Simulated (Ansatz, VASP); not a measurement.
Two plane-wave programs on SnO2

POSCAR

```
SnO2
1.0
   -1.9995434675      1.9995434675      5.1020851542
    1.9995434675     -1.9995434675      5.1020851542
    1.9995434675      1.9995434675     -5.1020851542
Sn O
2 4
Direct
    0.7500000000      0.2500000000      0.5000000000
    0.0000000000      0.0000000000      0.0000000000
    0.7963663279      0.7963663279      0.0000000000
    0.9536336721      0.4536336721      0.5000000000
    0.2036336721      0.2036336721      0.0000000000
    0.5463663279      0.0463663279      0.5000000000
```

The input INCAR.step1:

```
SYSTEM = SnO2
PREC = Accurate ; ENCUT = 520
ISMEAR = 0 ; SIGMA = 0.05
LREAL = .False. ; LASPH = .True.
NELM = 60 ; NBANDS = 35
GGA = PE ; ALGO = Normal
EDIFF = 1E-4 ; LWAVE = .True.
LCHARG = .False.
```

Contents of INCAR.step2:

```
SYSTEM = SnO2
PREC = Accurate ; ENCUT = 520
EDIFF = 1E-6 ; ISMEAR = 0
SIGMA = 0.05 ; LREAL = .False.
LASPH = .True. ; NELM = 60
ALGO = Normal ; ISIF = 2
LWAVE = .False. ; LCHARG = .True.
METAGGA = R2SCAN ; LMIXTAU = .True.
LELF = .True. ; LVHAR = .True.
NBANDS = 35 ; ISTART = 1
```

KPOINTS

```
Automatic mesh
0
Gamma
  8 8 8
  0 0 0
```

Input for Ansatz:

```yaml
crystal:
  lattice:
    - [-1.9995434677, 1.9995434677, 5.1020851432]
    - [1.9995434677, -1.9995434677, 5.1020851432]
    - [1.9995434677, 1.9995434677, -5.1020851432]
  atoms:
    - { symbol: Sn, position: [0.75, 0.25, 0.5] }
    - { symbol: Sn, position: [0.0, 0.0, 0.0] }
    - { symbol: O, position: [0.7963663276, 0.7963663276, 0.0] }
    - { symbol: O, position: [0.9536336724, 0.4536336724, 0.5] }
    - { symbol: O, position: [0.2036336724, 0.2036336724, 0.0] }
    - { symbol: O, position: [0.5463663276, 0.0463663276, 0.5] }
basis:
  ecutwfc: 500
kpoints:
  mp_grid: { grid: [8, 8, 8] }
hamiltonian:
  xc: r2scan
scf:
  occupations: { method: gaussian, width: 0.05 }
output:
  forces: true
  stress: true
  eigenvalues: true
  write_density: true
  write_potential: true
  elf: true
  volumetric_format: npy
```

Alike in both runs: task single point; functional r2SCAN; k mesh 8 × 8 × 8; occupations gaussian, width 0.05 eV; no spin polarisation.

```csv
,VASP,Ansatz
version,VASP 6.6.1,Ansatz 0.2.0
potentials or method,"VASP PAW PBE potentials, release 64 (Sn_d, O), cutoff 520 eV","scalar-relativistic, plane waves, PAW"
valence electrons in the cell,52,52
```

Ansatz gave:

- gap on the k mesh at the Fermi level (eV): 2.33
- least direct gap on the mesh (eV): 2.74
- pressure (GPa): 0.0
- traceless stress, the component that is largest in VASP (GPa): 0.00
- rms of the force components (eV/Å): 0.000

Q: Which values does VASP return?

A: gap on the k mesh at the Fermi level (eV): 2.35; least direct gap on the mesh (eV): 2.77; pressure (GPa): 1.0; traceless stress, the component that is largest in VASP (GPa): 0.29; rms of the force components (eV/Å): 0.021.

VASP's potentials were made for PBE, not for r2SCAN. Atom by atom the forces differ by 0.020 eV/Å (rms over components).
